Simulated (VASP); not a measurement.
## CaO (ke600): relaxation of cell and atoms with LDA

CaO (ke600):

```
Ca O
1.0
     0.00000    2.35388    2.35388
     2.35388    0.00000    2.35388
     2.35388    2.35388    0.00000
Ca O
1 1
Cartesian
  0.0000 0.0000 0.0000
  2.3539 2.3539 2.3539
```

- Program: VASP 6.6.1
- Task: relaxation of cell and atoms
- Functional: LDA
- Potentials or basis: VASP PAW LDA potentials, release 64 (Ca_sv, O)
- Cutoff: 600 eV
- k mesh: 8 × 8 × 8
- Occupations: gaussian, width 0.02 eV
- Spin: no spin polarisation
- Dipole correction: no
- Further INCAR settings: ALGO = Normal; EDIFF = 1e-06; IBRION = 2; EDIFFG = -0.002; NSW = 100; ISIF = 3

- Relaxed volume: 13.13 Å³/atom
- Relaxed cell: a = 3.336 Å, b = 3.336 Å, c = 3.336 Å, α = 60.00°, β = 60.00°, γ = 60.00°
- Space group after relaxing (to 0.05 Å): Fm-3m (No. 225)
- Energy gained by relaxing: 0.2 meV/atom
- Ionic steps: 3
- Pressure after relaxing: 0.0 GPa
- Band gap on the k mesh: 3.43 eV, indirect (least direct gap 3.79 eV)

The path:
| step | energy change (eV) | largest force (eV/Å) | pressure (GPa) | volume (Å³) |
| --- | --- | --- | --- | --- |
| 1 | 0.0000 | 0.0000 | 0.83 | 26.08 |
| 2 | -0.0003 | 0.0000 | -0.42 | 26.34 |
| 3 | -0.0004 | 0.0000 | -0.02 | 26.26 |

Final structure:
```
Ca O
1.0
     0.00000    2.35902    2.35902
     2.35902    0.00000    2.35902
     2.35902    2.35902    0.00000
Ca O
1 1
Direct
  0.00000 0.00000 0.00000
  0.50000 0.50000 0.50000
```

Levels at points of the mesh, in eV from the valence-band top:
```tsv
k point	band 5	band 6	band 7	band 8	band 9	band 10	band 11	band 12
(0.00, 0.00, 0.00)	-15.32	0.00	0.00	0.00	5.03	6.24	6.24	6.24
(0.50, 0.00, 0.00)	-13.81	-2.85	-1.35	-1.35	7.21	8.61	8.61	8.74
(0.50, 0.50, 0.00)	-15.07	-1.27	-0.36	-0.36	3.43	8.44	9.19	9.92
```

Run time: 16 s on 1 thread of Intel(R) Xeon(R) Platinum 8559C (Emerald Rapids) (shared host), peak memory 0.16 GiB.

A k mesh can miss the band edges. LDA gaps usually lie below the measured ones, often by a third to a half.
